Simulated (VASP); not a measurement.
# Ga (I4/mmm) in VASP: a series of runs, part 2 of 2

VASP 6.6.1. Earlier steps stand in the parts before.

**4. Single point, revpbe exchange, lda correlation, collinear spin (16.66 Å³/atom)**

This run uses another cell than the first one, of 16.66 Å³/atom.

The input, INCAR:

```
SYSTEM = Ga
PREC = Accurate
ENCUT = 500
EDIFF = 1E-6
ISMEAR = 0
SIGMA = 0.1
LREAL = .False.
LASPH = .True.
NELM = 200
ALGO = Normal
ISIF = 2
LWAVE = .False.
LCHARG = .True.
ISPIN = 2
MAGMOM = 0.5
LORBIT = 11
GGA = LIBXC
LIBXC1 = GGA_X_PBE_R
LIBXC2 = LDA_C_PW
LELF = .True.
LVHAR = .True.
NBANDS = 16
GGA_COMPAT = .False.
```

The input, KPOINTS:

```
Automatic mesh
0
Gamma
  13 13 13
  0 0 0
```

The input, POSCAR:

```
Ga
1.0
   -1.3561377546      1.3561377546      2.2640427644
    1.3561377546     -1.3561377546      2.2640427644
    1.3561377546      1.3561377546     -2.2640427644
Ga
1
Direct
    0.0000000000      0.0000000000      0.0000000000
```

Potentials or basis: VASP PAW PBE potentials, release 64 (Ga_d).

The run is started by

```bash
$ cat potpaw_PBE.64/Ga_d/POTCAR > POTCAR
$ mpirun -np 1 vasp_std > vasp.out
```

OUTCAR:

```text
SYSTEM = Ga
   PREC = Accurate
   ENCUT = 500
   EDIFF = 1E-6
   ISMEAR = 0
   LREAL = .False.
   LASPH = .True.
   NELM = 200
   ISIF = 2
   ISPIN = 2
   LORBIT = 11
   GGA = LIBXC

 ion  position               nearest neighbor table
   1  0.000  0.000  0.000-

  LATTYP: Found a body centered tetragonal cell.
 ALAT       =     2.7122755092
 C/A-ratio  =     1.6694784558

  Lattice vectors:

 A1 = (  -1.3561377546,   1.3561377546,   2.2640427644)
 A2 = (   1.3561377546,  -1.3561377546,   2.2640427644)
 A3 = (   1.3561377546,   1.3561377546,  -2.2640427644)
[... 1122 lines left out ...]
  -------------------------------------------------------------------------------------
  Total        2.0039128      2.0039128      1.9466441      0.0000000      0.0000000      0.0000000
  in kB      192.7689933    192.7689933    187.2599549      0.0000000      0.0000000      0.0000000
  external PRESSURE =     190.9326472 kB  Pullay stress =       0.0000000 kB

 VOLUME and BASIS-vectors are now :
 -----------------------------------------------------------------------------
  energy-cutoff  :      500.00
  volume of cell :       16.66
      direct lattice vectors                 reciprocal lattice vectors
    -1.356137755  1.356137755  2.264042764     0.000000000  0.368694108  0.220843885
     1.356137755 -1.356137755  2.264042764     0.368694108  0.000000000  0.220843885
     1.356137755  1.356137755 -2.264042764     0.368694108  0.368694108  0.000000000

 POSITION                                       TOTAL-FORCE (eV/Angst)
 -----------------------------------------------------------------------------------
      0.00000      0.00000      0.00000        -0.000000      0.000000      0.000000
 -----------------------------------------------------------------------------------
    total drift:                               -0.000000      0.000000      0.000000

  FREE ENERGIE OF THE ION-ELECTRON SYSTEM (eV)
  ---------------------------------------------------
  free  energy   TOTEN  =        -1.3298017998 eV

  energy  without entropy=       -1.3281768231  energy(sigma->0) =       -1.32898931

 total charge

# of ion       s       p       d       tot
------------------------------------------
    1        1.041   0.636   9.978  11.654

 magnetization (x)

# of ion       s       p       d       tot
------------------------------------------
    1       -0.000  -0.000  -0.000  -0.000
```

Wall time 64 s (1 thread of AMD EPYC 9R45 (Zen 5), shared host); peak memory 0.17 GiB.

Results:

| Item | Value |
| --- | --- |
| Free energy | -1.3298 eV |
| Pressure | 19.1 GPa |
| Net moment | 0.00 μB per cell |
| Valence electrons inside the program's atomic spheres | Ga 11.65 |

Caveat: the cell stands under pressure; the PAW data sets were made with another functional, which shifts forces and pressure a little.

**5. Single point, revpbe exchange, lda correlation, collinear spin (17.01 Å³/atom)**

This run uses another cell than the first one, of 17.01 Å³/atom.

The input, INCAR:

```
  ALGO = Normal
  EDIFF = 1E-6
  ENCUT = 500
  GGA = LIBXC
  GGA_COMPAT = F
  ISIF = 2
  ISMEAR = 0
  ISPIN = 2
  LASPH = T
  LCHARG = F
  LIBXC1 = GGA_X_PBE_R
  LIBXC2 = LDA_C_PW
  LORBIT = 11
  LREAL = F
  LWAVE = F
  MAGMOM = 0.5
  NBANDS = 16
  NELM = 200
  PREC = Accurate
  SIGMA = 0.1
```

The input, KPOINTS:

```
k-points
0
Gamma
  13 13 13
```

The input, POSCAR:

```
Ga
1.0
   -1.3656883352      1.3656883352      2.2799872528
    1.3656883352     -1.3656883352      2.2799872528
    1.3656883352      1.3656883352     -2.2799872528
Ga
1
Direct
    0.0000000000      0.0000000000      0.0000000000
```

Potentials or basis: VASP PAW PBE potentials, release 64 (Ga_d).

The run is started by

```bash
$ cat potpaw_PBE.64/Ga_d/POTCAR > POTCAR
$ mpirun -np 1 vasp_std > vasp.out
```

OUTCAR:

```text
EDIFF = 1E-6
   ENCUT = 500
   GGA = LIBXC
   ISIF = 2
   ISMEAR = 0
   ISPIN = 2
   LASPH = T
   LORBIT = 11
   LREAL = F
   NELM = 200
   PREC = Accurate

 ion  position               nearest neighbor table
   1  0.000  0.000  0.000-

  LATTYP: Found a body centered tetragonal cell.
 ALAT       =     2.7313766704
 C/A-ratio  =     1.6694784557

  Lattice vectors:

 A1 = (  -1.3656883352,   1.3656883352,   2.2799872528)
 A2 = (   1.3656883352,  -1.3656883352,   2.2799872528)
 A3 = (   1.3656883352,   1.3656883352,  -2.2799872528)

Analysis of symmetry for initial positions (statically):
=====================================================================
 Subroutine PRICEL returns:
 Original cell was already a primitive cell.

 Routine SETGRP: Setting up the symmetry group for a
 body centered tetragonal supercell.

 Subroutine GETGRP returns: Found 16 space group operations
 (whereof 16 operations were pure point group operations)
 out of a pool of 16 trial point group operations.

[... 630 lines left out ...]
      6       2.2340      1.00000
[... 8 lines left out ...]
     15      33.6929      0.00000
     16      40.1747      0.00000

 [... further k-points ...]

 spin component 2

 k-point     1 :       0.0000    0.0000    0.0000
  band No.  band energies     occupation
      1      -8.7780      1.00000
      2      -8.6114      1.00000
      3      -8.5715      1.00000
      4      -8.5715      1.00000
      5      -8.3929      1.00000
      6      -5.0997      1.00000
[... 435 lines left out ...]
      5      -8.3462      1.00000
      6       2.2340      1.00000
[... 8 lines left out ...]
     15      33.6929      0.00000
     16      40.1747      0.00000

 [... further k-points ...]

------------------------ aborting loop because EDIFF is reached ----------------------------------------

  FORCE on cell =-STRESS in cart. coord.  units (eV):
  Direction    XX          YY          ZZ          XY          YZ          ZX
  --------------------------------------------------------------------------------------
  -------------------------------------------------------------------------------------
  Total        1.8142522      1.8142522      1.7820823      0.0000000      0.0000000      0.0000000
  in kB      170.8884164    170.8884164    167.8582673      0.0000000      0.0000000      0.0000000
  external PRESSURE =     169.8783667 kB  Pullay stress =       0.0000000 kB

 VOLUME and BASIS-vectors are now :
 -----------------------------------------------------------------------------
  energy-cutoff  :      500.00
  volume of cell :       17.01
      direct lattice vectors                 reciprocal lattice vectors
    -1.365688335  1.365688335  2.279987253     0.000000000  0.366115743  0.219299472
     1.365688335 -1.365688335  2.279987253     0.366115743  0.000000000  0.219299472
     1.365688335  1.365688335 -2.279987253     0.366115743  0.366115743  0.000000000

 POSITION                                       TOTAL-FORCE (eV/Angst)
 -----------------------------------------------------------------------------------
      0.00000      0.00000      0.00000         0.000000     -0.000000      0.000000
 -----------------------------------------------------------------------------------
    total drift:                               -0.000000      0.000000      0.000000

  FREE ENERGIE OF THE ION-ELECTRON SYSTEM (eV)
  ---------------------------------------------------
  free  energy   TOTEN  =        -1.3697704175 eV

  energy  without entropy=       -1.3680831173  energy(sigma->0) =       -1.36892677

 total charge

# of ion       s       p       d       tot
------------------------------------------
    1        1.043   0.620   9.974  11.638

 magnetization (x)

# of ion       s       p       d       tot
------------------------------------------
    1       -0.000  -0.000  -0.000  -0.000
```

OSZICAR:

```text
N       E                     dE             d eps       ncg     rms          rms(c)
DAV:   1     0.512122725427E+02    0.51212E+02   -0.58420E+03 14584   0.144E+03
DAV:   2     0.134673303627E+01   -0.49866E+02   -0.46855E+02 14072   0.251E+02
DAV:   3    -0.131076495342E+01   -0.26575E+01   -0.26533E+01 15024   0.405E+01
DAV:   4    -0.132936171031E+01   -0.18597E-01   -0.18596E-01 15048   0.356E+00
DAV:   5    -0.132950006237E+01   -0.13835E-03   -0.13835E-03 15824   0.295E-01    0.318E+00
DAV:   6    -0.136419488551E+01   -0.34695E-01   -0.12178E-02 16160   0.170E+00    0.137E+00
DAV:   7    -0.136993304949E+01   -0.57382E-02   -0.34645E-03 15488   0.826E-01    0.334E-01
DAV:   8    -0.136965691866E+01    0.27613E-03   -0.17120E-03 16208   0.460E-01    0.108E-01
DAV:   9    -0.136973802995E+01   -0.81111E-04   -0.19588E-04 15544   0.116E-01    0.307E-02
DAV:  10    -0.136977116259E+01   -0.33133E-04   -0.42743E-05 16016   0.704E-02    0.159E-02
DAV:  11    -0.136977253486E+01   -0.13723E-05   -0.11904E-05 14584   0.346E-02    0.638E-03
DAV:  12    -0.136977054863E+01    0.19862E-05   -0.18578E-06 15424   0.142E-02    0.119E-03
DAV:  13    -0.136977041753E+01    0.13110E-06   -0.11919E-07  8680   0.281E-03
   1 F= -.13697704E+01 E0= -.13689268E+01  d E =-.168730E-02  mag=     0.0000
```

stdout:

```text
POSCAR found type information on POSCAR Ga
 POSCAR found :  1 types and       1 ions
 scaLAPACK will be used
 -----------------------------------------------------------------------------
|                                                                             |
|                                                                             |
|     You enforced a specific xc type in the INCAR file but a different       |
|     I HOPE YOU KNOW WHAT YOU ARE DOING!                                     |
|                                                                             |
 -----------------------------------------------------------------------------

 LDA part: xc-table for (None,None), standard interpolation
 POSCAR, INCAR and KPOINTS ok, starting setup
 FFT: planning ... GRIDC
 FFT: planning ... GRID_SOFT
 FFT: planning ... GRID
 WAVECAR not read
 entering main loop
```

Wall time 62 s (1 thread of AMD EPYC 9R45 (Zen 5), shared host); peak memory 0.17 GiB.

Results:

```yaml
Free_energy: -1.3698 eV
Pressure: 17.0 GPa
Net_moment: 0.00 μB per cell
Valence_electrons_inside_the_program's_atomic_spheres: Ga 11.64
```

Levels at points of the mesh, in eV from the Fermi level:
Spin up:
| k point | band 2 | band 3 | band 4 | band 5 | band 6 | band 7 | band 8 | band 9 | band 10 | band 11 |
| --- | --- | --- | --- | --- | --- | --- | --- | --- | --- | --- |
| (0.00, 0.00, 0.00) | -15.31 | -15.27 | -15.27 | -15.09 | -11.80 | 12.98 | 13.33 | 13.33 | 16.82 | 17.13 |
Spin down:
```csv
k point,band 3,band 4,band 5,band 6,band 7,band 8,band 9,band 10
"(0.00, 0.00, 0.00)",-15.27,-15.27,-15.09,-11.80,12.98,13.33,13.33,16.82
```

Caveat: the cell stands under pressure; the PAW data sets were made with another functional, which shifts forces and pressure a little.

**6. Single point, revpbe exchange, lda correlation, collinear spin (17.36 Å³/atom)**

This run uses another cell than the first one, of 17.36 Å³/atom.

The input, INCAR:

```
SYSTEM = Ga
  PREC = Accurate
  ENCUT = 500
  EDIFF = 1E-6
  ISMEAR = 0
  SIGMA = 0.1
  LREAL = .False.
  LASPH = .True.
  NELM = 200
  ALGO = Normal
  ISIF = 2
  LWAVE = .False.
  LCHARG = .False.
  ISPIN = 2
  MAGMOM = 0.5
  LORBIT = 11
  GGA = LIBXC
  LIBXC1 = GGA_X_PBE_R
  LIBXC2 = LDA_C_PW
  NBANDS = 16
  GGA_COMPAT = .False.
```

The input, KPOINTS:

```
Automatic mesh
0
Gamma
  13 13 13
  0 0 0
```

The input, POSCAR:

```
Ga
1.0
   -1.3751071731      1.3751071731      2.2957117997
    1.3751071731     -1.3751071731      2.2957117997
    1.3751071731      1.3751071731     -2.2957117997
Ga
1
Direct
    0.0000000000      0.0000000000      0.0000000000
```

Potentials or basis: VASP PAW PBE potentials, release 64 (Ga_d).

The run is started by

```bash
$ cat potpaw_PBE.64/Ga_d/POTCAR > POTCAR
$ mpirun -np 1 vasp_std > vasp.out
```

Wall time 65 s (1 thread of AMD EPYC 9R45 (Zen 5), shared host); peak memory 0.17 GiB.

Results (log left out):

```
Free energy                                           : -1.4053 eV
Pressure                                              : 15.1 GPa
Net moment                                            : 0.00 μB per cell
Valence electrons inside the program's atomic spheres : Ga 11.62
```

Stress tensor (GPa, compression positive):
```
15.17  0.00  0.00
 0.00 15.17  0.00
 0.00  0.00 15.01
```

Levels at points of the mesh, in eV from the Fermi level:
Spin up:
```csv
k point,band 4,band 5,band 6,band 7,band 8,band 9
"(0.00, 0.00, 0.00)",-15.24,-15.07,-11.62,12.72,13.09,13.09
```
Spin down:
```csv
k point,band 4,band 5,band 6,band 7,band 8,band 9
"(0.00, 0.00, 0.00)",-15.24,-15.07,-11.62,12.72,13.09,13.09
```

Caveat: the cell stands under pressure; the PAW data sets were made with another functional, which shifts forces and pressure a little.

**7. Summary**

```csv
task,level,spin,cell,k mesh,cutoff (eV),smearing,tolerance level,purpose,passes,dipole correction,gap on the mesh (eV),pressure (GPa),moment (μB)
single point,PBEsol,off,"a = 3.011 Å, angles 125.3, 125.3, 81.1°, 1 atom",26 × 26 × 26,600,methfessel-paxton 0.05 eV,standard,stress,-,-,none,0.6,-
relaxation of cell and atoms,RPBE,off,"relaxed from a = 3.088 Å, angles 125.6, 125.6, 80.5°, 1 atom",18 × 18 × 18,750,methfessel-paxton 0.05 eV,standard,cell,3,-,none,0.0,-
single point,"revpbe exchange, lda correlation",collinear,"a = 2.967 Å, angles 125.6, 125.6, 80.5°, 1 atom",13 × 13 × 13,500,gaussian 0.1 eV,-,-,-,no,none,19.1,0.00
single point,"revpbe exchange, lda correlation",collinear,"a = 2.988 Å, angles 125.6, 125.6, 80.5°, 1 atom",13 × 13 × 13,500,gaussian 0.1 eV,-,-,-,no,none,17.0,0.00
single point,"revpbe exchange, lda correlation",collinear,"a = 3.009 Å, angles 125.6, 125.6, 80.5°, 1 atom",13 × 13 × 13,500,gaussian 0.1 eV,-,-,-,no,none,15.1,0.00
```

Alike in all rows: potentials or basis VASP PAW PBE potentials, release 64 (Ga_d).

Caveats: the PAW data sets were made with another functional, which shifts forces and pressure a little; the cell stands under pressure (at least some runs).

Absolute energies hang on the potentials; compare differences alone.
